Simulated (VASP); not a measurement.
# AgI (P6_3mc) in VASP: a series of runs

Runs on AgI. Level: PBE. Tasks: single point.

Everything below comes from runs of VASP 6.6.1. Logs are shortened: lines on timing, memory, paths and dates and some standing lists are left out, and cuts for length are marked.

### Step 1. The cell of the first run

It takes space group P6_3mc (No. 186, hexagonal). Conventional cell: a = 4.616 Å, b = 4.616 Å, c = 7.546 Å, α = 90.00°, β = 90.00°, γ = 120.00°. Ag (site symmetry 3m) has 4 I at 2.83 Å within 3.7 Å. Within 3.7 Å of I (site symmetry 3m) lie 4 Ag at 2.83 Å.

### Step 2. Single point, PBE (equal strain along all axes, cell held: -1.5 %, then relaxed in part)

Contents of INCAR:

```
ALGO = Normal
EDIFF = 1E-6
ENCUT = 500
GGA = PE
GGA_COMPAT = F
ISIF = 2
ISMEAR = 0
LASPH = T
LCHARG = F
LREAL = F
LWAVE = F
NBANDS = 26
NELM = 120
PREC = Accurate
SIGMA = 0.02
```

Contents of KPOINTS:

```
k-points
0
Gamma
  6 6 4
```

Contents of POSCAR:

```
AgI
1.0
    4.6159925194      0.0000000000      0.0000000000
   -2.3079962597      3.9975667855      0.0000000000
    0.0000000000      0.0000000000      7.5462154274
Ag I
2 2
Direct
    0.3333333333      0.6666666667      0.0024494355
    0.6666666667      0.3333333333      0.5024494355
    0.3333333333      0.6666666667      0.3774505645
    0.6666666667      0.3333333333      0.8774505645
```

Potentials or basis: VASP PAW PBE potentials, release 64 (Ag, I).

Command:

```sh
> cat potpaw_PBE.64/Ag/POTCAR potpaw_PBE.64/I/POTCAR > POTCAR
> mpirun -np 1 vasp_std > vasp.out
```

OUTCAR:

```text
EDIFF = 1E-6
   ENCUT = 500
   GGA = PE
   ISIF = 2
   ISMEAR = 0
   LASPH = T
   LREAL = F
   NELM = 120
   PREC = Accurate

 ion  position               nearest neighbor table
   1  0.333  0.667  0.002-   4 2.83   4 2.83   4 2.83   3 2.83
   2  0.667  0.333  0.502-   3 2.83   3 2.83   3 2.83   4 2.83
   3  0.333  0.667  0.377-   2 2.83   2 2.83   2 2.83   1 2.83
   4  0.667  0.333  0.877-   1 2.83   1 2.83   1 2.83   2 2.83

  LATTYP: Found a hexagonal cell.
 ALAT       =     4.6159925194
 C/A-ratio  =     1.6347980192

  Lattice vectors:

 A1 = (   4.6159925194,   0.0000000000,   0.0000000000)
 A2 = (  -2.3079962597,   3.9975667855,   0.0000000000)
 A3 = (   0.0000000000,   0.0000000000,   7.5462154274)

Analysis of symmetry for initial positions (statically):
=====================================================================
 Subroutine PRICEL returns:
 Original cell was already a primitive cell.

 Routine SETGRP: Setting up the symmetry group for a
 hexagonal supercell.

 Subroutine GETGRP returns: Found 12 space group operations
 (whereof  6 operations were pure point group operations)
 out of a pool of 24 trial point group operations.

The static configuration has the point symmetry C_3v.
 The point group associated with its full space group is C_6v.

Analysis of symmetry for dynamics (positions and initial velocities):
=====================================================================
 Subroutine PRICEL returns:
 Original cell was already a primitive cell.

 Routine SETGRP: Setting up the symmetry group for a
 hexagonal supercell.

 Subroutine GETGRP returns: Found 12 space group operations
 (whereof  6 operations were pure point group operations)
 out of a pool of 24 trial point group operations.

The dynamic configuration has the point symmetry C_3v.
 The point group associated with its full space group is C_6v.

 Subroutine INISYM returns: Found 12 space group operations
 (whereof  6 operations are pure point group operations),
 and found     1 'primitive' translations

----------------------------------------------------------------------------------------

                                     Primitive cell

  volume of cell :     139.2483

  direct lattice vectors                    reciprocal lattice vectors
     4.615992519  0.000000000  0.000000000     0.216638133  0.125076084  0.000000000
    -2.307996260  3.997566786  0.000000000     0.000000000  0.250152168  0.000000000
     0.000000000  0.000000000  7.546215427     0.000000000  0.000000000  0.132516758

  length of vectors
     4.615992519  4.615992519  7.546215427     0.250152168  0.250152168  0.132516758

  position of ions in fractional coordinates (direct lattice)
     0.333333333  0.666666667  0.002449435
     0.666666667  0.333333333  0.502449435
     0.333333333  0.666666667  0.377450565
     0.666666667  0.333333333  0.877450565

  ion indices of the primitive-cell ions
   primitive index   ion index
                 1           1
                 2           2
                 3           3
                 4           4

----------------------------------------------------------------------------------------

 KPOINTS: k-points

Automatic generation of k-mesh.
 Grid dimensions read from file:
 generate k-points for:    6    6    4

 Generating k-lattice:

  Cartesian coordinates                     Fractional coordinates (reciprocal lattice)
     0.036106355  0.020846014  0.000000000     0.166666667  0.000000000  0.000000000
     0.000000000  0.041692028  0.000000000     0.000000000  0.166666667  0.000000000
     0.000000000  0.000000000  0.033129189     0.000000000  0.000000000  0.250000000

  Length of vectors
     0.041692028  0.041692028  0.033129189

  Shift w.r.t. Gamma in fractional coordinates (k-lattice)
     0.000000000  0.000000000  0.000000000

 Subroutine IBZKPT returns following result:
 ===========================================

 Found     21 irreducible k-points:

 Following reciprocal coordinates:
            Coordinates               Weight
  0.000000  0.000000  0.000000      1.000000
  0.166667 -0.000000  0.000000      6.000000
  0.333333 -0.000000  0.000000      6.000000
  0.500000  0.000000  0.000000      3.000000
  0.166667  0.166667  0.000000      6.000000
  0.333333  0.166667  0.000000     12.000000
[... 13 lines left out ...]
  0.333333  0.166667  0.500000     12.000000
  0.333333  0.333333  0.500000      2.000000
   k-points           NKPTS =     21   k-points in BZ     NKDIM =     21   number of bands    NBANDS=     26
   number of dos      NEDOS =    301   number of ions     NIONS =      4
   total plane-waves  NPLWV =  72576
   dimension x,y,z NGX =    36 NGY =   36 NGZ =   56
   dimension x,y,z NGXF=    72 NGYF=   72 NGZF=  112
   ions per type =               2   2
   NGX,Y,Z   is equivalent  to a cutoff of  12.97, 12.97, 12.34 a.u.
   NGXF,Y,Z  is equivalent  to a cutoff of  25.93, 25.93, 24.67 a.u.
 SYSTEM =  unknown system
   PREC   = accura    normal or accurate (medium, high low for compatibility)
   ISTART =      0    job   : 0-new  1-cont  2-samecut
   ICHARG =      2    charge: 1-file 2-atom 10-const
   ISPIN  =      1    spin polarized calculation?
   LNONCOLLINEAR =      F non collinear calculations
   LSORBIT =      F    spin-orbit coupling
   LASPH  =      T    aspherical Exc in radial PAW
   ENCUT  =  500.0 eV  36.75 Ry    6.06 a.u.   8.42  8.42 13.76*2*pi/ulx,y,z
   NELM   =    120;   NELMIN=  2; NELMDL= -5     # of ELM steps
   EDIFF  = 0.1E-05   stopping-criterion for ELM
   LREAL  =      F    real-space projection
   EDIFFG = 0.1E-04   stopping-criterion for IOM
   NSW    =      0    number of steps for IOM
   IBRION =     -1    ionic relax: 0-MD 1-quasi-New 2-CG
   NFREE  =      0    steps in history (QN), initial steepest desc. (CG)
   ISIF   =      2    stress and relaxation
   ISYM   =      2    0-nonsym 1-usesym 2-fastsym
   POTIM  = 0.5000    time-step for ionic-motion
   TEBEG  =    0.0;   TEEND  =   0.0 temperature during run
   PSTRESS=    0.0 pullay stress
   NELECT =      36.0000    total number of electrons
   NUPDOWN=      -1.0000    fix difference up-down
   EMIN   =  10.00;   EMAX   =-10.00  energy-range for DOS
   EFERMI =   0.00;   METHOD = LEGACY
   ISMEAR =     0;   SIGMA  =   0.02  broadening in eV -4-tet -1-fermi 0-gaus
   EFERMI_NEDOS =   21; number of points for ismear=-14 and -15
   IALGO  =     38    algorithm
   IMIX   =      4    mixing-type and parameters
     AMIX     =   0.40;   BMIX     =  1.00
     AMIX_MAG =   1.60;   BMIX_MAG =  1.00
  volume/ion in A,a.u.               =      34.81       234.92
  Fermi-wavevector in a.u.,A,eV,Ry     =   1.042907  1.970809 14.798450  1.087655
  Thomas-Fermi vector in A             =   2.177593
   LORBIT       =      0    0 simple, 1 ext, 2 COOP (PROOUT), +10 PAW based schemes
   GGA     = PE    functional components
   LHFCALC =     F    Hartree Fock is set to
   AEXX    =    0.0000 exact exchange contribution
   IVDW    =     0    specifies the selected vdW correction
   LEPSILON=     F    determine dielectric tensor
   LRPA    =     F    only Hartree local field effects (RPA)
 non-spin polarized calculation
 Gauss-broadening in eV      SIGMA  =   0.02
  energy-cutoff  :      500.00
  volume of cell :      139.25
 maximum number of plane-waves:      3592
 NGX is ok and might be reduce to    36
   NGX = 17   NGY = 17   NGZ = 27

 number of electron      36.0000007 magnetization

 Free energy of the ion-electron system (eV)
  ---------------------------------------------------
  ext. energy  EPLUGINS =         0.00000000
  ---------------------------------------------------
  free energy    TOTEN  =        -9.55664882 eV

  energy without entropy =       -9.55664882  energy(sigma->0) =       -9.55664882

 E-fermi :   3.0537     XC(G=0):  -8.3502

 val. band max:        2.9513930869   @ k =   0.0000   0.0000   0.0000
 cond. band min:       4.3210265588   @ k =   0.0000   0.0000   0.0000
 fundamental gap:      1.3696334719
 Fermi energy:         3.0536839558

 k-point     1 :       0.0000    0.0000    0.0000
  band No.  band energies     occupation
      1      -9.7656      2.00000
      2      -9.4862      2.00000
      3      -1.1525      2.00000
      4      -1.1515      2.00000
      5      -1.1515      2.00000
      6      -1.0793      2.00000
[... 18 lines left out ...]
     25       9.6152      0.00000
     26      10.2746      0.00000

 k-point     2 :       0.1667   -0.0000    0.0000
  band No.  band energies     occupation
      1      -9.7057      2.00000
      2      -9.4570      2.00000
      3      -1.2036      2.00000
      4      -1.1132      2.00000
      5      -1.1083      2.00000
      6      -1.0199      2.00000
[... 18 lines left out ...]
     25       9.8932      0.00000
     26      10.1401      0.00000

 k-point     3 :       0.3333   -0.0000    0.0000
  band No.  band energies     occupation
      1      -9.5718      2.00000
      2      -9.4070      2.00000
      3      -1.2700      2.00000
      4      -1.1158      2.00000
      5      -1.0281      2.00000
      6      -0.9128      2.00000
[... 18 lines left out ...]
     25      10.3337      0.00000
     26      10.7469      0.00000

 k-point     4 :       0.5000    0.0000    0.0000
  band No.  band energies     occupation
      1      -9.4885      2.00000
      2      -9.3955      2.00000
      3      -1.2554      2.00000
      4      -1.1508      2.00000
      5      -0.9928      2.00000
      6      -0.8193      2.00000
[... 18 lines left out ...]
     25      10.4865      0.00000
     26      12.1384      0.00000
[... 409 lines left out ...]
      1      -9.5131      2.00000
      2      -9.5131      2.00000
      3      -1.2871      2.00000
      4      -1.2871      2.00000
      5      -1.0077      2.00000
      6      -1.0077      2.00000
[... 18 lines left out ...]
     25      10.0354      0.00000
     26      10.0354      0.00000

 k-point    20 :       0.3333    0.1667    0.5000
  band No.  band energies     occupation
      1      -9.4408      2.00000
      2      -9.4408      2.00000
      3      -1.2731      2.00000
      4      -1.2731      2.00000
      5      -0.9356      2.00000
      6      -0.9356      2.00000
[... 18 lines left out ...]
     25      10.4415      0.00000
     26      10.4415      0.00000

 k-point    21 :       0.3333    0.3333    0.5000
  band No.  band energies     occupation
      1      -9.4165      2.00000
      2      -9.4165      2.00000
      3      -1.1588      2.00000
      4      -1.1588      2.00000
      5      -0.9911      2.00000
      6      -0.9911      2.00000
[... 18 lines left out ...]
     25      11.1478      0.00000
     26      11.1478      0.00000

------------------------ aborting loop because EDIFF is reached ----------------------------------------

  FORCE on cell =-STRESS in cart. coord.  units (eV):
  Direction    XX          YY          ZZ          XY          YZ          ZX
  --------------------------------------------------------------------------------------
  -------------------------------------------------------------------------------------
  Total        1.0938604      1.0938604      1.1020839      0.0000000      0.0000000      0.0000000
  in kB       12.5858472     12.5858472     12.6804665      0.0000000      0.0000000      0.0000000
  external PRESSURE =      12.6173869 kB  Pullay stress =       0.0000000 kB

 VOLUME and BASIS-vectors are now :
 -----------------------------------------------------------------------------
  energy-cutoff  :      500.00
  volume of cell :      139.25
      direct lattice vectors                 reciprocal lattice vectors
     4.615992519  0.000000000  0.000000000     0.216638133  0.125076084  0.000000000
    -2.307996260  3.997566786  0.000000000     0.000000000  0.250152168  0.000000000
     0.000000000  0.000000000  7.546215427     0.000000000  0.000000000  0.132516758

 POSITION                                       TOTAL-FORCE (eV/Angst)
 -----------------------------------------------------------------------------------
     -0.00000      2.66504      0.01848        -0.000000      0.000000      0.004094
      2.30800      1.33252      3.79159        -0.000000      0.000000      0.004094
     -0.00000      2.66504      2.84832        -0.000000     -0.000000     -0.004094
      2.30800      1.33252      6.62143         0.000000      0.000000     -0.004094
 -----------------------------------------------------------------------------------
    total drift:                               -0.000000     -0.000000     -0.000832

  FREE ENERGIE OF THE ION-ELECTRON SYSTEM (eV)
  ---------------------------------------------------
  free  energy   TOTEN  =        -9.5566488216 eV

  energy  without entropy=       -9.5566488216  energy(sigma->0) =       -9.55664882
```

It took 76 s on 1 thread of Intel Xeon 6975P-C (Granite Rapids), shared host; peak memory 0.27 GiB.

What came out:

```
Free energy            : -9.5566 eV
Pressure               : 1.3 GPa
Largest force          : 0.004 eV/Å
Band gap on the k mesh : 1.37 eV
```

Forces in eV/Å, atoms in the order of the input:
```
Ag   0.000  0.000  0.004
Ag   0.000  0.000  0.004
I    0.000  0.000 -0.004
I    0.000  0.000 -0.004
```

Levels at points of the mesh, in eV from the valence-band top:
| k point | band 14 | band 15 | band 16 | band 17 | band 18 | band 19 | band 20 | band 21 | band 22 | band 23 |
| --- | --- | --- | --- | --- | --- | --- | --- | --- | --- | --- |
| (0.00, 0.00, 0.00) | -0.69 | -0.69 | -0.07 | 0.00 | 0.00 | 1.37 | 2.64 | 5.77 | 5.77 | 5.93 |
| (0.50, 0.00, 0.00) | -2.56 | -2.14 | -1.73 | -1.00 | -0.70 | 3.33 | 3.60 | 4.84 | 5.87 | 6.26 |
| (0.00, 0.00, 0.50) | -1.66 | -0.36 | -0.36 | -0.36 | -0.36 | 2.65 | 2.65 | 5.64 | 5.64 | 6.07 |
| (0.50, 0.00, 0.50) | -2.75 | -1.21 | -1.21 | -1.20 | -1.20 | 3.27 | 3.27 | 4.89 | 4.89 | 7.34 |

Caveat: the cell differs from its parent crystal (equal strain along all axes, cell held: -1.5 %, then relaxed in part); spin-orbit coupling is left out, which moves the levels of the heavy elements.

### Step 3. Single point, PBE

This run uses another cell than the first one, of 36.43 Å³/atom.

Contents of INCAR:

```
PREC = Accurate ; ENCUT = 500
EDIFF = 1E-6 ; ISMEAR = 0
SIGMA = 0.02 ; LREAL = F
LASPH = T ; NELM = 120
ALGO = Normal ; ISIF = 2
LWAVE = F ; LCHARG = T
GGA = PE ; LELF = T
LVHAR = T ; NBANDS = 26
GGA_COMPAT = F
```

Contents of KPOINTS:

```
Automatic mesh
0
Gamma
  6 6 4
```

Contents of POSCAR:

```
AgI
1.0
    4.6862868217      0.0000000000      0.0000000000
   -2.3431434108      4.0584434370      0.0000000000
    0.0000000000      0.0000000000      7.6611324136
Ag I
2 2
Direct
    0.3333333333      0.6666666667      0.0024494355
    0.6666666667      0.3333333333      0.5024494355
    0.3333333333      0.6666666667      0.3774505645
    0.6666666667      0.3333333333      0.8774505645
```

Potentials or basis: VASP PAW PBE potentials, release 64 (Ag, I).

Command:

```sh
> cat potpaw_PBE.64/Ag/POTCAR potpaw_PBE.64/I/POTCAR > POTCAR
> mpirun -np 1 vasp_std > vasp.out
```

Wall time 82 s (1 thread of Intel Xeon 6975P-C (Granite Rapids), shared host); peak memory 0.27 GiB.

The run converged. Its results:

```
Free energy            : -9.5804 eV
Pressure               : -0.1 GPa
Band gap on the k mesh : 1.37 eV
```

Levels at points of the mesh, in eV from the valence-band top:
| k point | band 16 | band 17 | band 18 | band 19 | band 20 | band 21 |
| --- | --- | --- | --- | --- | --- | --- |
| (0.00, 0.00, 0.00) | -0.06 | 0.00 | 0.00 | 1.37 | 2.67 | 5.85 |
| (0.50, 0.00, 0.00) | -1.59 | -0.91 | -0.64 | 3.31 | 3.65 | 4.90 |
| (0.00, 0.00, 0.50) | -0.32 | -0.32 | -0.32 | 2.64 | 2.64 | 5.65 |
| (0.50, 0.00, 0.50) | -1.11 | -1.11 | -1.11 | 3.30 | 3.30 | 4.94 |

Caveat: spin-orbit coupling is left out, which moves the levels of the heavy elements.

### Step 4. Single point, PBE

This run uses another cell than the first one, of 36.43 Å³/atom.

Contents of INCAR:

```
SYSTEM = AgI
PREC = Accurate
ENCUT = 500
EDIFF = 1E-6
ISMEAR = 0
SIGMA = 0.02
LREAL = .False.
LASPH = .True.
NELM = 120
ALGO = Normal
ISIF = 2
LWAVE = .False.
LCHARG = .False.
GGA = PE
NBANDS = 26
GGA_COMPAT = .False.
```

Contents of KPOINTS:

```
Automatic mesh
0
Gamma
  6 6 4
  0 0 0
```

POSCAR is that of step 3.

Command:

```sh
> cat potpaw_PBE.64/Ag/POTCAR potpaw_PBE.64/I/POTCAR > POTCAR
> mpirun -np 1 vasp_std > vasp.out
```

Wall time 76 s (1 thread of Intel Xeon 6975P-C (Granite Rapids), shared host); peak memory 0.28 GiB.

It converged, with:

| Property | Result |
| --- | --- |
| Free energy | -9.5804 eV |
| Pressure | -0.1 GPa |
| Band gap on the k mesh | 1.37 eV |

Levels at points of the mesh, in eV from the valence-band top:
```tsv
k point	band 16	band 17	band 18	band 19	band 20	band 21
(0.00, 0.00, 0.00)	-0.06	0.00	0.00	1.37	2.67	5.85
(0.50, 0.00, 0.00)	-1.59	-0.91	-0.64	3.31	3.65	4.90
(0.00, 0.00, 0.50)	-0.32	-0.32	-0.32	2.64	2.64	5.65
(0.50, 0.00, 0.50)	-1.11	-1.11	-1.11	3.30	3.30	4.94
```

Caveat: spin-orbit coupling is left out, which moves the levels of the heavy elements.

[end of part 1 of 2]
